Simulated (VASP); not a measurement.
# ScNb (P-6m2) in VASP: further runs

ScNb is run at these levels: PBEsol, PBE; tasks: single point.

All numbers are computed with VASP 6.6.1; they aren't measurements. Logs are shortened: lines on timing, memory, paths and dates and some standing lists are left out, and cuts for length are marked.

### Step 1. The cell of the first run

The structure is hexagonal, space group P-6m2 (No. 187). The conventional cell has a = 3.066 Å, b = 3.066 Å, c = 5.072 Å, α = 90.00°, β = 90.00°, γ = 120.00°. Nb (site symmetry -6m2) has 6 Nb at 3.07 Å and 6 Sc at 3.09 Å within 4.0 Å. Within 4.0 Å of Sc (site symmetry -6m2) lie 6 Sc at 3.07 Å and 6 Nb at 3.09 Å.

### Step 2. Single point, PBEsol

File INCAR:

```
PREC = Accurate
ENCUT = 520
EDIFF = 1E-6
ISMEAR = 0
SIGMA = 0.1
LREAL = F
LASPH = T
NELM = 100
ALGO = Normal
ISIF = 2
LWAVE = F
LCHARG = F
GGA = PS
NBANDS = 19
```

File KPOINTS:

```
Automatic mesh
0
Gamma
  10 10 5
```

File POSCAR:

```
ScNb
1.0
    3.0656443612      0.0000000000      0.0000000000
   -1.5328221806      2.6549258957      0.0000000000
    0.0000000000      0.0000000000      5.0721940000
Nb Sc
1 1
Direct
    0.3333333333      0.6666666667      0.5000000000
    0.0000000000      0.0000000000      0.0000000000
```

Potentials or basis: VASP PAW PBE potentials, release 64 (Nb_sv, Sc_sv).

On the command line:

```
$ cat potpaw_PBE.64/Nb_sv/POTCAR potpaw_PBE.64/Sc_sv/POTCAR > POTCAR
$ mpirun -np 1 vasp_std > vasp.out
```

OUTCAR:

```text
PREC = Accurate
   ENCUT = 520
   EDIFF = 1E-6
   ISMEAR = 0
   LREAL = F
   LASPH = T
   NELM = 100
   ISIF = 2
   GGA = PS

 ion  position               nearest neighbor table
   1  0.333  0.667  0.500-   2 3.09   2 3.09   2 3.09   2 3.09   2 3.09   2 3.09
   2  0.000  0.000  0.000-   1 3.09   1 3.09   1 3.09   1 3.09   1 3.09   1 3.09

  LATTYP: Found a hexagonal cell.
 ALAT       =     3.0656443612
 C/A-ratio  =     1.6545278585

  Lattice vectors:

 A1 = (   3.0656443612,   0.0000000000,   0.0000000000)
 A2 = (  -1.5328221806,   2.6549258957,   0.0000000000)
 A3 = (   0.0000000000,   0.0000000000,   5.0721940000)

Analysis of symmetry for initial positions (statically):
=====================================================================
 Subroutine PRICEL returns:
 Original cell was already a primitive cell.

 Routine SETGRP: Setting up the symmetry group for a
 hexagonal supercell.

 Subroutine GETGRP returns: Found 12 space group operations
 (whereof 12 operations were pure point group operations)
 out of a pool of 24 trial point group operations.

The static configuration has the point symmetry D_3h.

Analysis of symmetry for dynamics (positions and initial velocities):
=====================================================================
 Subroutine PRICEL returns:
 Original cell was already a primitive cell.

 Routine SETGRP: Setting up the symmetry group for a
 hexagonal supercell.

 Subroutine GETGRP returns: Found 12 space group operations
 (whereof 12 operations were pure point group operations)
 out of a pool of 24 trial point group operations.

The dynamic configuration has the point symmetry D_3h.

 Subroutine INISYM returns: Found 12 space group operations
 (whereof 12 operations are pure point group operations),
 and found     1 'primitive' translations

----------------------------------------------------------------------------------------

                                     Primitive cell

  volume of cell :      41.2829

  direct lattice vectors                    reciprocal lattice vectors
     3.065644361  0.000000000  0.000000000     0.326195697  0.188329174  0.000000000
    -1.532822181  2.654925896  0.000000000     0.000000000  0.376658347  0.000000000
     0.000000000  0.000000000  5.072194000     0.000000000  0.000000000  0.197153342

  length of vectors
     3.065644361  3.065644361  5.072194000     0.376658347  0.376658347  0.197153342

  position of ions in fractional coordinates (direct lattice)
     0.333333333  0.666666667  0.500000000
     0.000000000  0.000000000  0.000000000

  ion indices of the primitive-cell ions
   primitive index   ion index
                 1           1
                 2           2

----------------------------------------------------------------------------------------

 KPOINTS: Automatic mesh

Automatic generation of k-mesh.
 Grid dimensions read from file:
 generate k-points for:   10   10    5

 Generating k-lattice:

  Cartesian coordinates                     Fractional coordinates (reciprocal lattice)
     0.032619570  0.018832917  0.000000000     0.100000000  0.000000000  0.000000000
     0.000000000  0.037665835  0.000000000     0.000000000  0.100000000  0.000000000
     0.000000000  0.000000000  0.039430668     0.000000000  0.000000000  0.200000000

  Length of vectors
     0.037665835  0.037665835  0.039430668

  Shift w.r.t. Gamma in fractional coordinates (k-lattice)
     0.000000000  0.000000000  0.000000000

 Subroutine IBZKPT returns following result:
 ===========================================

 Found     42 irreducible k-points:

 Following reciprocal coordinates:
            Coordinates               Weight
  0.000000  0.000000  0.000000      1.000000
  0.100000 -0.000000  0.000000      6.000000
  0.200000 -0.000000  0.000000      6.000000
  0.300000 -0.000000  0.000000      6.000000
  0.400000 -0.000000  0.000000      6.000000
  0.500000 -0.000000  0.000000      3.000000
[... 16 lines left out ...]
  0.300000  0.100000  0.200000     24.000000
  0.400000  0.100000  0.200000     24.000000
 [... further k-points ...]
   k-points           NKPTS =     42   k-points in BZ     NKDIM =     42   number of bands    NBANDS=     19
   number of dos      NEDOS =    301   number of ions     NIONS =      2
   total plane-waves  NPLWV =  23040
   dimension x,y,z NGX =    24 NGY =   24 NGZ =   40
   dimension x,y,z NGXF=    48 NGYF=   48 NGZF=   80
   ions per type =               1   1
   NGX,Y,Z   is equivalent  to a cutoff of  13.01, 13.01, 13.11 a.u.
   NGXF,Y,Z  is equivalent  to a cutoff of  26.03, 26.03, 26.22 a.u.
 SYSTEM =  unknown system
   PREC   = accura    normal or accurate (medium, high low for compatibility)
   ISTART =      0    job   : 0-new  1-cont  2-samecut
   ICHARG =      2    charge: 1-file 2-atom 10-const
   ISPIN  =      1    spin polarized calculation?
   LNONCOLLINEAR =      F non collinear calculations
   LSORBIT =      F    spin-orbit coupling
   LASPH  =      T    aspherical Exc in radial PAW
   ENCUT  =  520.0 eV  38.22 Ry    6.18 a.u.   5.70  5.70  9.43*2*pi/ulx,y,z
   NELM   =    100;   NELMIN=  2; NELMDL= -5     # of ELM steps
   EDIFF  = 0.1E-05   stopping-criterion for ELM
   LREAL  =      F    real-space projection
   EDIFFG = 0.1E-04   stopping-criterion for IOM
   NSW    =      0    number of steps for IOM
   IBRION =     -1    ionic relax: 0-MD 1-quasi-New 2-CG
   NFREE  =      0    steps in history (QN), initial steepest desc. (CG)
   ISIF   =      2    stress and relaxation
   ISYM   =      2    0-nonsym 1-usesym 2-fastsym
   POTIM  = 0.5000    time-step for ionic-motion
   TEBEG  =    0.0;   TEEND  =   0.0 temperature during run
   PSTRESS=    0.0 pullay stress
   NELECT =      24.0000    total number of electrons
   NUPDOWN=      -1.0000    fix difference up-down
   EMIN   =  10.00;   EMAX   =-10.00  energy-range for DOS
   EFERMI =   0.00;   METHOD = LEGACY
   ISMEAR =     0;   SIGMA  =   0.10  broadening in eV -4-tet -1-fermi 0-gaus
   EFERMI_NEDOS =   21; number of points for ismear=-14 and -15
   IALGO  =     38    algorithm
   IMIX   =      4    mixing-type and parameters
     AMIX     =   0.40;   BMIX     =  1.00
     AMIX_MAG =   1.60;   BMIX_MAG =  1.00
  volume/ion in A,a.u.               =      20.64       139.30
  Fermi-wavevector in a.u.,A,eV,Ry     =   1.366329  2.581987 25.400097  1.866854
  Thomas-Fermi vector in A             =   2.492479
   LORBIT       =      0    0 simple, 1 ext, 2 COOP (PROOUT), +10 PAW based schemes
   GGA     = PS    functional components
   LHFCALC =     F    Hartree Fock is set to
   AEXX    =    0.0000 exact exchange contribution
   IVDW    =     0    specifies the selected vdW correction
   LEPSILON=     F    determine dielectric tensor
   LRPA    =     F    only Hartree local field effects (RPA)
 non-spin polarized calculation
 Gauss-broadening in eV      SIGMA  =   0.10
  energy-cutoff  :      520.00
  volume of cell :       41.28
 maximum number of plane-waves:      1128
 NGX is ok and might be reduce to    24
   NGX = 11   NGY = 11   NGZ = 19

 number of electron      24.0000000 magnetization

 Free energy of the ion-electron system (eV)
  ---------------------------------------------------
  ext. energy  EPLUGINS =         0.00000000
  ---------------------------------------------------
  free energy    TOTEN  =       -17.10559185 eV

  energy without entropy =      -17.09538063  energy(sigma->0) =      -17.10048624

 E-fermi :   7.0557     XC(G=0): -11.3425

 val. band max:        6.9858246844   @ k =   0.1000   0.1000   0.4000
 cond. band min:       7.0598276793   @ k =   0.4000   0.2000   0.4000
 fundamental gap:      0.0740029949
 Fermi energy:         7.0556823380

 k-point     1 :       0.0000    0.0000    0.0000
  band No.  band energies     occupation
      1     -47.5415      2.00000
      2     -41.7318      2.00000
      3     -23.7186      2.00000
      4     -23.1888      2.00000
      5     -23.1888      2.00000
      6     -20.4316      2.00000
[... 11 lines left out ...]
     18       9.2964      0.00000
     19      11.2288      0.00000

 k-point     2 :       0.1000   -0.0000    0.0000
  band No.  band energies     occupation
      1     -47.5328      2.00000
      2     -41.7235      2.00000
      3     -23.7053      2.00000
      4     -23.2583      2.00000
      5     -23.2049      2.00000
      6     -20.4277      2.00000
[... 11 lines left out ...]
     18       9.3554      0.00000
     19      11.3178      0.00000

 k-point     3 :       0.2000   -0.0000    0.0000
  band No.  band energies     occupation
      1     -47.5099      2.00000
      2     -41.7018      2.00000
      3     -23.6704      2.00000
      4     -23.4372      2.00000
      5     -23.2468      2.00000
      6     -20.4173      2.00000
[... 11 lines left out ...]
     18       9.9139      0.00000
     19      11.4748      0.00000

 k-point     4 :       0.3000   -0.0000    0.0000
  band No.  band energies     occupation
      1     -47.4814      2.00000
      2     -41.6747      2.00000
      3     -23.6529      2.00000
      4     -23.6269      2.00000
      5     -23.2980      2.00000
      6     -20.5565      2.00000
[... 11 lines left out ...]
     18      10.7098      0.00000
     19      11.5845      0.00000

 k-point     5 :       0.4000   -0.0000    0.0000
  band No.  band energies     occupation
      1     -47.4583      2.00000
      2     -41.6527      2.00000
      3     -23.8232      2.00000
      4     -23.5915      2.00000
      5     -23.3391      2.00000
      6     -20.6941      2.00000
[... 11 lines left out ...]
     18      11.4997      0.00000
     19      11.6340      0.00000
[... 334 lines left out ...]
      2     -41.7088      2.00000
      3     -23.6726      2.00000
      4     -23.3782      2.00000
      5     -23.2388      2.00000
      6     -20.4343      2.00000
[... 11 lines left out ...]
     18       9.9075      0.00000
     19      11.3027      0.00000

 k-point    22 :       0.2000    0.1000    0.2000
  band No.  band energies     occupation
      1     -47.4912      2.00000
      2     -41.6843      2.00000
      3     -23.6381      2.00000
      4     -23.5635      2.00000
      5     -23.2978      2.00000
      6     -20.4812      2.00000
[... 11 lines left out ...]
     18      10.5135      0.00000
     19      11.3439      0.00000

 k-point    23 :       0.3000    0.1000    0.2000
  band No.  band energies     occupation
      1     -47.4654      2.00000
      2     -41.6596      2.00000
      3     -23.7449      2.00000
      4     -23.6024      2.00000
      5     -23.3569      2.00000
      6     -20.6241      2.00000
[... 11 lines left out ...]
     18      11.0907      0.00000
     19      11.6854      0.00000

 k-point    24 :       0.4000    0.1000    0.2000
  band No.  band energies     occupation
      1     -47.4494      2.00000
      2     -41.6443      2.00000
      3     -23.8545      2.00000
      4     -23.5808      2.00000
      5     -23.3932      2.00000
      6     -20.7113      2.00000
[... 11 lines left out ...]
     18      11.6284      0.00000
     19      12.3269      0.00000

 [... further k-points ...]
[... 5 lines left out ...]
  --------------------------------------------------------------------------------------
  -------------------------------------------------------------------------------------
  Total       -1.0387396     -1.0387396     -1.1159637      0.0000000      0.0000000      0.0000000
  in kB      -40.3131976    -40.3131976    -43.3102440      0.0000000      0.0000000      0.0000000
  external PRESSURE =     -41.3122130 kB  Pullay stress =       0.0000000 kB

 VOLUME and BASIS-vectors are now :
 -----------------------------------------------------------------------------
  energy-cutoff  :      520.00
  volume of cell :       41.28
      direct lattice vectors                 reciprocal lattice vectors
     3.065644361  0.000000000  0.000000000     0.326195697  0.188329174  0.000000000
    -1.532822181  2.654925896  0.000000000     0.000000000  0.376658347  0.000000000
     0.000000000  0.000000000  5.072194000     0.000000000  0.000000000  0.197153342

 POSITION                                       TOTAL-FORCE (eV/Angst)
 -----------------------------------------------------------------------------------
     -0.00000      1.76995      2.53610        -0.000000     -0.000000      0.000000
      0.00000      0.00000      0.00000         0.000000      0.000000      0.000000
 -----------------------------------------------------------------------------------
    total drift:                                0.000000     -0.000000     -0.000000

  FREE ENERGIE OF THE ION-ELECTRON SYSTEM (eV)
  ---------------------------------------------------
  free  energy   TOTEN  =       -17.1055918515 eV

  energy  without entropy=      -17.0953806312  energy(sigma->0) =      -17.10048624
```

Run time: 23 s. Hardware: 1 thread of Intel Xeon Platinum 8259CL at 2.50GHz (Skylake/Cascade Lake), shared host; peak memory 0.18 GiB.

Results:

* Free energy: -17.1056 eV
* Pressure: -4.1 GPa
* Band gap on the k mesh: zero (bands 12 and 13 overlap by 0.89 eV)

Levels at points of the mesh, in eV from the Fermi level:
```tsv
k point	band 10	band 11	band 12	band 13	band 14	band 15
(0.00, 0.00, 0.00)	-2.82	0.62	0.62	0.84	1.05	2.10
(0.50, 0.00, 0.00)	-2.02	-1.75	-0.13	0.88	0.94	1.58
```

Caveat: the cell stands under tension; the PAW data sets were made with another functional, which shifts forces and pressure a little.

### Step 3. Single point, PBE

File INCAR:

```
ALGO = Normal
EDIFF = 1E-6
ENCUT = 520
GGA = PE
ISIF = 2
ISMEAR = 0
LASPH = True
LCHARG = True
LELF = True
LREAL = False
LVHAR = True
LWAVE = False
NBANDS = 19
NELM = 80
PREC = Accurate
SIGMA = 0.05
```

File KPOINTS:

```
k-points
0
Gamma
  10 10 5
```

POSCAR is that of step 2.

Potentials or basis: VASP PAW PBE potentials, release 64 (Nb_sv, Sc_sv).

On the command line:

```
$ cat potpaw_PBE.64/Nb_sv/POTCAR potpaw_PBE.64/Sc_sv/POTCAR > POTCAR
$ mpirun -np 1 vasp_std > vasp.out
```

Run time: 24 s. Hardware: 1 thread of Intel Xeon Platinum 8259CL at 2.50GHz (Skylake/Cascade Lake), shared host; peak memory 0.18 GiB.

It converged, with:

* Free energy: -16.0582 eV
* Pressure: -0.2 GPa
* Band gap on the k mesh: zero (bands 12 and 13 overlap by 0.90 eV)

Stress tensor (GPa, compression positive):
```
-0.07  0.00  0.00
 0.00 -0.07  0.00
 0.00  0.00 -0.46
```

Levels at points of the mesh, in eV from the Fermi level:
```tsv
k point	band 9	band 10	band 11	band 12	band 13	band 14	band 15	band 16
(0.00, 0.00, 0.00)	-5.64	-2.81	0.62	0.62	0.83	1.06	2.10	2.10
(0.50, 0.00, 0.00)	-2.72	-2.01	-1.74	-0.13	0.89	0.94	1.59	4.46
```

The gap in the log of VASP goes by the Fermi energy; the results here count the filled bands.